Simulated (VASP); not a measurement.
# Rh (Fm-3m) in VASP: notebook

The runs below take Rh through single point, with LDA.

All numbers are computed with VASP 6.6.1; they aren't measurements. Logs are shortened: lines on timing, memory, paths and dates and some standing lists are left out, and cuts for length are marked.

**1. The cell of the first run**

Symmetry: Fm-3m, No. 225, cubic system. Conventional cell: a = 3.846 Å, b = 3.846 Å, c = 3.846 Å, α = 90.00°, β = 90.00°, γ = 90.00°. Rh (site symmetry m-3m) has 12 Rh at 2.72 Å within 3.6 Å.

**2. Single point, LDA**

The input, INCAR:

```
SYSTEM = Rh
PREC = Accurate ; ENCUT = 500
EDIFF = 1E-6 ; ISMEAR = 1
SIGMA = 0.01 ; LREAL = .False.
LASPH = .True. ; NELM = 120
ALGO = Normal ; ISIF = 2
LWAVE = .False. ; LCHARG = .False.
NBANDS = 14 ; GGA_COMPAT = .False.
```

The input, KPOINTS:

```
Automatic mesh
0
Gamma
  13 13 13
  0 0 0
```

The input, POSCAR:

```
Rh
1.0
    0.0000000000      1.9228245745      1.9228245745
    1.9228245745      0.0000000000      1.9228245745
    1.9228245745      1.9228245745      0.0000000000
Rh
1
Direct
    0.0000000000      0.0000000000      0.0000000000
```

Potentials or basis: VASP PAW LDA potentials, release 64 (Rh_pv).

Run with:

```
$ cat potpaw_LDA.64/Rh_pv/POTCAR > POTCAR
$ mpirun -np 1 vasp_std > vasp.out
```

OUTCAR:

```text
SYSTEM = Rh
   PREC = Accurate
   ENCUT = 500
   EDIFF = 1E-6
   ISMEAR = 1
   LREAL = .False.
   LASPH = .True.
   NELM = 120
   ISIF = 2

 ion  position               nearest neighbor table
   1  0.000  0.000  0.000-

  LATTYP: Found a face centered cubic cell.
 ALAT       =     3.8456491490

  Lattice vectors:

 A1 = (   0.0000000000,   1.9228245745,   1.9228245745)
 A2 = (   1.9228245745,   0.0000000000,   1.9228245745)
 A3 = (   1.9228245745,   1.9228245745,   0.0000000000)

Analysis of symmetry for initial positions (statically):
=====================================================================
 Subroutine PRICEL returns:
 Original cell was already a primitive cell.

 Routine SETGRP: Setting up the symmetry group for a
 face centered cubic supercell.

 Subroutine GETGRP returns: Found 48 space group operations
 (whereof 48 operations were pure point group operations)
 out of a pool of 48 trial point group operations.

The static configuration has the point symmetry O_h .

Analysis of symmetry for dynamics (positions and initial velocities):
=====================================================================
 Subroutine PRICEL returns:
 Original cell was already a primitive cell.

 Routine SETGRP: Setting up the symmetry group for a
 face centered cubic supercell.

 Subroutine GETGRP returns: Found 48 space group operations
 (whereof 48 operations were pure point group operations)
 out of a pool of 48 trial point group operations.

The dynamic configuration has the point symmetry O_h .

 Subroutine INISYM returns: Found 48 space group operations
 (whereof 48 operations are pure point group operations),
 and found     1 'primitive' translations

----------------------------------------------------------------------------------------

                                     Primitive cell

  volume of cell :      14.2183

  direct lattice vectors                    reciprocal lattice vectors
     0.000000000  1.922824575  1.922824575    -0.260034122  0.260034122  0.260034122
     1.922824575  0.000000000  1.922824575     0.260034122 -0.260034122  0.260034122
     1.922824575  1.922824575  0.000000000     0.260034122  0.260034122 -0.260034122

  length of vectors
     2.719284591  2.719284591  2.719284591     0.450392311  0.450392311  0.450392311

  position of ions in fractional coordinates (direct lattice)
     0.000000000  0.000000000  0.000000000

  ion indices of the primitive-cell ions
   primitive index   ion index
                 1           1

----------------------------------------------------------------------------------------

 KPOINTS: Automatic mesh

Automatic generation of k-mesh.
 Grid dimensions read from file:
 generate k-points for:   13   13   13

 Generating k-lattice:

  Cartesian coordinates                     Fractional coordinates (reciprocal lattice)
    -0.020002625  0.020002625  0.020002625     0.076923077  0.000000000  0.000000000
     0.020002625 -0.020002625  0.020002625     0.000000000  0.076923077  0.000000000
     0.020002625  0.020002625 -0.020002625     0.000000000  0.000000000  0.076923077

  Length of vectors
     0.034645562  0.034645562  0.034645562

  Shift w.r.t. Gamma in fractional coordinates (k-lattice)
     0.000000000  0.000000000  0.000000000

 Subroutine IBZKPT returns following result:
 ===========================================

 Found     84 irreducible k-points:

 Following reciprocal coordinates:
            Coordinates               Weight
  0.000000  0.000000  0.000000      1.000000
  0.076923  0.000000  0.000000      8.000000
  0.153846  0.000000  0.000000      8.000000
  0.230769  0.000000  0.000000      8.000000
  0.307692  0.000000  0.000000      8.000000
  0.384615  0.000000  0.000000      8.000000
[... 16 lines left out ...]
  0.384615  0.153846  0.000000     24.000000
  0.461538  0.153846  0.000000     24.000000
 [... further k-points ...]
   k-points           NKPTS =     84   k-points in BZ     NKDIM =     84   number of bands    NBANDS=     14
   number of dos      NEDOS =    301   number of ions     NIONS =      1
   total plane-waves  NPLWV =   8000
   dimension x,y,z NGX =    20 NGY =   20 NGZ =   20
   dimension x,y,z NGXF=    40 NGYF=   40 NGZF=   40
   ions per type =               1
   NGX,Y,Z   is equivalent  to a cutoff of  12.23, 12.23, 12.23 a.u.
   NGXF,Y,Z  is equivalent  to a cutoff of  24.45, 24.45, 24.45 a.u.
 SYSTEM =  Rh
   PREC   = accura    normal or accurate (medium, high low for compatibility)
   ISTART =      0    job   : 0-new  1-cont  2-samecut
   ICHARG =      2    charge: 1-file 2-atom 10-const
   ISPIN  =      1    spin polarized calculation?
   LNONCOLLINEAR =      F non collinear calculations
   LSORBIT =      F    spin-orbit coupling
   LASPH  =      T    aspherical Exc in radial PAW
   ENCUT  =  500.0 eV  36.75 Ry    6.06 a.u.   4.96  4.96  4.96*2*pi/ulx,y,z
   NELM   =    120;   NELMIN=  2; NELMDL= -5     # of ELM steps
   EDIFF  = 0.1E-05   stopping-criterion for ELM
   LREAL  =      F    real-space projection
   EDIFFG = 0.1E-04   stopping-criterion for IOM
   NSW    =      0    number of steps for IOM
   IBRION =     -1    ionic relax: 0-MD 1-quasi-New 2-CG
   NFREE  =      0    steps in history (QN), initial steepest desc. (CG)
   ISIF   =      2    stress and relaxation
   ISYM   =      2    0-nonsym 1-usesym 2-fastsym
   POTIM  = 0.5000    time-step for ionic-motion
   TEBEG  =    0.0;   TEEND  =   0.0 temperature during run
   PSTRESS=    0.0 pullay stress
   NELECT =      15.0000    total number of electrons
   NUPDOWN=      -1.0000    fix difference up-down
   EMIN   =  10.00;   EMAX   =-10.00  energy-range for DOS
   EFERMI =   0.00;   METHOD = LEGACY
   ISMEAR =     1;   SIGMA  =   0.01  broadening in eV -4-tet -1-fermi 0-gaus
   EFERMI_NEDOS =   21; number of points for ismear=-14 and -15
   IALGO  =     38    algorithm
   IMIX   =      4    mixing-type and parameters
     AMIX     =   0.40;   BMIX     =  1.00
     AMIX_MAG =   1.60;   BMIX_MAG =  1.00
  volume/ion in A,a.u.               =      14.22        95.95
  Fermi-wavevector in a.u.,A,eV,Ry     =   1.666565  3.149351 37.789350  2.777439
  Thomas-Fermi vector in A             =   2.752739
   LORBIT       =      0    0 simple, 1 ext, 2 COOP (PROOUT), +10 PAW based schemes
   GGA     = CA    functional components
   LHFCALC =     F    Hartree Fock is set to
   AEXX    =    0.0000 exact exchange contribution
   IVDW    =     0    specifies the selected vdW correction
   LEPSILON=     F    determine dielectric tensor
   LRPA    =     F    only Hartree local field effects (RPA)
 non-spin polarized calculation
 Methfessel and Paxton  Order N= 1 SIGMA  =   0.01
  energy-cutoff  :      500.00
  volume of cell :       14.22
 maximum number of plane-waves:       373
   NGX =  9   NGY =  9   NGZ =  9

 number of electron      15.0000000 magnetization

 Free energy of the ion-electron system (eV)
  ---------------------------------------------------
  ext. energy  EPLUGINS =         0.00000000
  ---------------------------------------------------
  free energy    TOTEN  =        -8.62624844 eV

  energy without entropy =       -8.62625187  energy(sigma->0) =       -8.62624959

 E-fermi :  11.0610     XC(G=0): -14.1388

 val. band max:       11.0513962979   @ k =   0.3077   0.2308   0.0000
 cond. band min:      11.0653676458   @ k =  -0.1538   0.1538   0.0000
 fundamental gap:      0.0139713479
 Fermi energy:        11.0609732653

 k-point     1 :       0.0000    0.0000    0.0000
  band No.  band energies     occupation
      1     -35.0110      2.00000
      2     -35.0110      2.00000
      3     -35.0110      2.00000
      4       3.3131      2.00000
      5       8.1429      2.00000
      6       8.1429      2.00000
      7       8.1429      2.00000
      8      10.1628      2.00000
      9      10.1628      2.00000
     10      27.0680      0.00000
     11      31.5362      0.00000
     12      32.2833      0.00000
     13      32.2833      0.00000
     14      32.2833      0.00000

 k-point     2 :       0.0769    0.0000    0.0000
  band No.  band energies     occupation
      1     -35.0503      2.00000
      2     -35.0164      2.00000
      3     -35.0164      2.00000
      4       3.5429      2.00000
      5       8.0459      2.00000
      6       8.2303      2.00000
      7       8.2303      2.00000
      8      10.1162      2.00000
      9      10.1162      2.00000
     10      27.3873      0.00000
     11      31.0912      0.00000
     12      31.5391      0.00000
     13      32.6118      0.00000
     14      32.6118      0.00000

 k-point     3 :       0.1538    0.0000    0.0000
  band No.  band energies     occupation
      1     -35.1581      2.00000
      2     -35.0311      2.00000
      3     -35.0311      2.00000
      4       4.1713      2.00000
      5       7.8521      2.00000
      6       8.4228      2.00000
      7       8.4228      2.00000
      8      10.0592      2.00000
      9      10.0592      2.00000
     10      28.0795      0.00000
     11      28.9676      0.00000
     12      31.5366      0.00000
     13      33.5293      0.00000
     14      33.5293      0.00000
[... 324 lines left out ...]
 k-point    23 :       0.3846    0.1538    0.0000
  band No.  band energies     occupation
      1     -35.5023      2.00000
      2     -35.1430      2.00000
      3     -35.1316      2.00000
      4       5.8593      2.00000
      5       7.6330      2.00000
      6       8.1706      2.00000
      7       8.9601      2.00000
      8      11.4323      0.00000
      9      11.9007      0.00000
     10      23.4438      0.00000
     11      28.3363      0.00000
     12      30.3283      0.00000
     13      31.5305      0.00000
     14      32.2207      0.00000

 k-point    24 :       0.4615    0.1538    0.0000
  band No.  band energies     occupation
      1     -35.5910      2.00000
      2     -35.1757      2.00000
      3     -35.1381      2.00000
      4       5.7974      2.00000
      5       7.6423      2.00000
      6       8.7405      2.00000
      7       8.7844      2.00000
      8      11.6919      0.00000
      9      13.5686      0.00000
     10      20.8194      0.00000
     11      27.5622      0.00000
     12      30.1607      0.00000
     13      31.0933      0.00000
     14      31.5452      0.00000

 [... further k-points ...]

------------------------ aborting loop because EDIFF is reached ----------------------------------------

  FORCE on cell =-STRESS in cart. coord.  units (eV):
  Direction    XX          YY          ZZ          XY          YZ          ZX
  --------------------------------------------------------------------------------------
  -------------------------------------------------------------------------------------
  Total       -1.6328093     -1.6328093     -1.6328093      0.0000000     -0.0000000     -0.0000000
  in kB     -183.9912012   -183.9912012   -183.9912012      0.0000000     -0.0000000     -0.0000000
  external PRESSURE =    -183.9912012 kB  Pullay stress =       0.0000000 kB

 VOLUME and BASIS-vectors are now :
 -----------------------------------------------------------------------------
  energy-cutoff  :      500.00
  volume of cell :       14.22
      direct lattice vectors                 reciprocal lattice vectors
     0.000000000  1.922824575  1.922824575    -0.260034122  0.260034122  0.260034122
     1.922824575  0.000000000  1.922824575     0.260034122 -0.260034122  0.260034122
     1.922824575  1.922824575  0.000000000     0.260034122  0.260034122 -0.260034122

 POSITION                                       TOTAL-FORCE (eV/Angst)
 -----------------------------------------------------------------------------------
      0.00000      0.00000      0.00000         0.000000      0.000000      0.000000
 -----------------------------------------------------------------------------------
    total drift:                                0.000000     -0.000000      0.000000

  FREE ENERGIE OF THE ION-ELECTRON SYSTEM (eV)
  ---------------------------------------------------
  free  energy   TOTEN  =        -8.6262484413 eV

  energy  without entropy=       -8.6262518736  energy(sigma->0) =       -8.62624959
```

It took 22 s on 1 thread of Intel Xeon 8259CL, shared host; peak memory 0.13 GiB.

What came out:

| Quantity | Value |
| --- | --- |
| Free energy | -8.6262 eV |
| Pressure | -18.4 GPa |

**3. Single point, LDA**

This run uses another cell than the first one, of 14.49 Å³/atom, 1.019 times its volume.

The input, INCAR:

```
  PREC = Accurate
  ENCUT = 500
  EDIFF = 1E-6
  ISMEAR = 1
  SIGMA = 0.01
  LREAL = False
  LASPH = True
  NELM = 120
  ALGO = Normal
  ISIF = 2
  LWAVE = False
  LCHARG = False
  NBANDS = 14
  GGA_COMPAT = False
```

The input, KPOINTS:

```
regular mesh
0
Gamma
  13 13 13
```

The input, POSCAR:

```
Rh
1.0
    0.0000000000      1.9350721950      1.9350721950
    1.9350721950      0.0000000000      1.9350721950
    1.9350721950      1.9350721950      0.0000000000
Rh
1
Direct
    0.0000000000      0.0000000000      0.0000000000
```

Potentials or basis: VASP PAW LDA potentials, release 64 (Rh_pv).

Run with:

```
$ cat potpaw_LDA.64/Rh_pv/POTCAR > POTCAR
$ mpirun -np 1 vasp_std > vasp.out
```

OUTCAR:

```text
PREC = Accurate
   ENCUT = 500
   EDIFF = 1E-6
   ISMEAR = 1
   LREAL = False
   LASPH = True
   NELM = 120
   ISIF = 2

 ion  position               nearest neighbor table
   1  0.000  0.000  0.000-

  LATTYP: Found a face centered cubic cell.
 ALAT       =     3.8701443900

  Lattice vectors:

 A1 = (   0.0000000000,   1.9350721950,   1.9350721950)
 A2 = (   1.9350721950,   0.0000000000,   1.9350721950)
 A3 = (   1.9350721950,   1.9350721950,   0.0000000000)

Analysis of symmetry for initial positions (statically):
=====================================================================
 Subroutine PRICEL returns:
 Original cell was already a primitive cell.

 Routine SETGRP: Setting up the symmetry group for a
 face centered cubic supercell.

 Subroutine GETGRP returns: Found 48 space group operations
 (whereof 48 operations were pure point group operations)
 out of a pool of 48 trial point group operations.

The static configuration has the point symmetry O_h .

Analysis of symmetry for dynamics (positions and initial velocities):
=====================================================================
 Subroutine PRICEL returns:
 Original cell was already a primitive cell.

 Routine SETGRP: Setting up the symmetry group for a
 face centered cubic supercell.

 Subroutine GETGRP returns: Found 48 space group operations
 (whereof 48 operations were pure point group operations)
 out of a pool of 48 trial point group operations.

The dynamic configuration has the point symmetry O_h .

 Subroutine INISYM returns: Found 48 space group operations
 (whereof 48 operations are pure point group operations),
 and found     1 'primitive' translations

----------------------------------------------------------------------------------------

                                     Primitive cell

  volume of cell :      14.4918

  direct lattice vectors                    reciprocal lattice vectors
[... 113 lines left out ...]
   IVDW    =     0    specifies the selected vdW correction
   LEPSILON=     F    determine dielectric tensor
   LRPA    =     F    only Hartree local field effects (RPA)
 non-spin polarized calculation
 Methfessel and Paxton  Order N= 1 SIGMA  =   0.01
  energy-cutoff  :      500.00
  volume of cell :       14.49
 maximum number of plane-waves:       379
   NGX =  9   NGY =  9   NGZ =  9

 number of electron      14.9999993 magnetization

 Free energy of the ion-electron system (eV)
  ---------------------------------------------------
  ext. energy  EPLUGINS =         0.00000000
  ---------------------------------------------------
  free energy    TOTEN  =        -8.59153776 eV

  energy without entropy =       -8.59154292  energy(sigma->0) =       -8.59153948

 E-fermi :  10.7224     XC(G=0): -14.0191

 val. band max:       10.7126788709   @ k =   0.3077   0.2308   0.0000
 cond. band min:      10.7269678719   @ k =  -0.1538   0.1538   0.0000
 fundamental gap:      0.0142890010
 Fermi energy:        10.7224443445

 k-point     1 :       0.0000    0.0000    0.0000
  band No.  band energies     occupation
      1     -35.3174      2.00000
      2     -35.3174      2.00000
      3     -35.3174      2.00000
      4       3.1133      2.00000
      5       7.8903      2.00000
      6       7.8903      2.00000
      7       7.8903      2.00000
      8       9.8507      2.00000
      9       9.8507      2.00000
     10      26.7376      0.00000
     11      31.2504      0.00000
     12      31.8456      0.00000
     13      31.8456      0.00000
     14      31.8456      0.00000
[... 377 lines left out ...]
      1     -35.8599      2.00000
      2     -35.4717      2.00000
      3     -35.4365      2.00000
      4       5.5975      2.00000
      5       7.4088      2.00000
      6       8.4683      2.00000
      7       8.5159      2.00000
      8      11.3323      0.00000
      9      13.1858      0.00000
     10      20.3105      0.00000
     11      27.1471      0.00000
     12      29.6184      0.00000
     13      30.5448      0.00000
     14      31.2554      0.00000

 [... further k-points ...]

------------------------ aborting loop because EDIFF is reached ----------------------------------------

  FORCE on cell =-STRESS in cart. coord.  units (eV):
  Direction    XX          YY          ZZ          XY          YZ          ZX
  --------------------------------------------------------------------------------------
  -------------------------------------------------------------------------------------
  Total       -2.0189229     -2.0189229     -2.0189229      0.0000000      0.0000000      0.0000000
  in kB     -223.2075078   -223.2075078   -223.2075078      0.0000000      0.0000000      0.0000000
  external PRESSURE =    -223.2075078 kB  Pullay stress =       0.0000000 kB

 VOLUME and BASIS-vectors are now :
 -----------------------------------------------------------------------------
  energy-cutoff  :      500.00
  volume of cell :       14.49
      direct lattice vectors                 reciprocal lattice vectors
     0.000000000  1.935072195  1.935072195    -0.258388292  0.258388292  0.258388292
     1.935072195  0.000000000  1.935072195     0.258388292 -0.258388292  0.258388292
     1.935072195  1.935072195  0.000000000     0.258388292  0.258388292 -0.258388292

 POSITION                                       TOTAL-FORCE (eV/Angst)
 -----------------------------------------------------------------------------------
      0.00000      0.00000      0.00000         0.000000      0.000000      0.000000
 -----------------------------------------------------------------------------------
    total drift:                                0.000000     -0.000000      0.000000

  FREE ENERGIE OF THE ION-ELECTRON SYSTEM (eV)
  ---------------------------------------------------
  free  energy   TOTEN  =        -8.5915377574 eV

  energy  without entropy=       -8.5915429228  energy(sigma->0) =       -8.59153948
```

stdout:

```text
POSCAR found type information on POSCAR Rh
 POSCAR found :  1 types and       1 ions
 scaLAPACK will be used
 LDA part: xc-table for (Slater(with rela. corr.)+CA(PZ))
 , standard interpolation
 POSCAR, INCAR and KPOINTS ok, starting setup
 FFT: planning ... GRIDC
 FFT: planning ... GRID_SOFT
 FFT: planning ... GRID
 WAVECAR not read
 entering main loop
```

Wall time 19 s (1 thread of Intel Xeon 8259CL, shared host); peak memory 0.13 GiB.

Results:

```yaml
Free_energy: -8.5915 eV
Pressure: -22.3 GPa
```
